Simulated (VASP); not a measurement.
Crystal: SiF.

```
CELL_PARAMETERS angstrom
2.95667 0.00000 0.00000
-1.47834 2.56055 0.00000
0.00000 0.00000 2.86341
ATOMIC_POSITIONS crystal
Si 0.66667 0.33333 0.00000
F 0.00000 0.00000 0.50000
```

The cell was generated, and may not be a known phase.

| Quantity | Value |
| --- | --- |
| Program | VASP 6.6.1 |
| Task | relaxation of cell and atoms |
| Functional | PBE |
| Potentials or basis | VASP PAW PBE potentials, release 64 (Si, F_h) |
| Cutoff | 1350 eV |
| k mesh | 6 × 6 × 6 |
| Occupations | gaussian, width 0.1 eV |
| Spin | no spin polarisation |

At the start: pressure 41.9 GPa; volume 10.84 Å³/atom.

Problem. How do energy, volume and symmetry change on relaxing?

Solution. Over 12 steps the energy falls by 857.9 meV/atom and the volume is 12.18 Å³/atom (+12.3 %); space group P-6m2 (No. 187, to 0.1 Å) before and after.

The path:
| step | energy change (eV) | largest force (eV/Å) | pressure (GPa) | volume (Å³) |
| --- | --- | --- | --- | --- |
| 1 | 0.0000 | 0.0000 | 41.95 | 21.68 |
| 2 | -1.0673 | 0.0000 | -7.41 | 31.67 |
| 3 | -1.0862 | 0.0000 | -4.24 | 30.03 |
| 4 | -1.0858 | 0.0000 | -4.90 | 30.33 |
| 5 | -1.3648 | 0.0000 | -6.86 | 29.40 |
| 6 | -1.4043 | 0.0000 | -9.27 | 25.68 |
| 7 | -1.5811 | 0.0000 | -9.06 | 28.13 |
| 8 | -1.6124 | 0.0000 | -9.70 | 27.51 |
| 9 | -1.6750 | 0.0000 | 5.15 | 22.89 |
| 10 | -1.7062 | 0.0000 | -1.41 | 24.42 |
| 11 | -1.7133 | 0.0000 | 0.73 | 24.31 |
| 12 | -1.7159 | 0.0000 | -0.04 | 24.35 |

Final structure:
```xyz
2
Lattice="2.7005 0.0000 0.0000 -1.3503 2.3387 0.0000 0.0000 0.0000 3.8561" Properties=species:S:1:pos:R:3 pbc="T T T"
Si    1.3503    0.7796    0.0000
F     0.0000    0.0000    1.9280
```

Caveat: the k points lie up to 0.45 Å⁻¹ apart in the final cell, too coarse for converged energies and pressures of a metal; a cell axis changed by over 15 % at a fixed basis, so the end point is rough; an odd number of electrons without spin polarisation forces a metal; a magnetic or distorted state may lie lower.
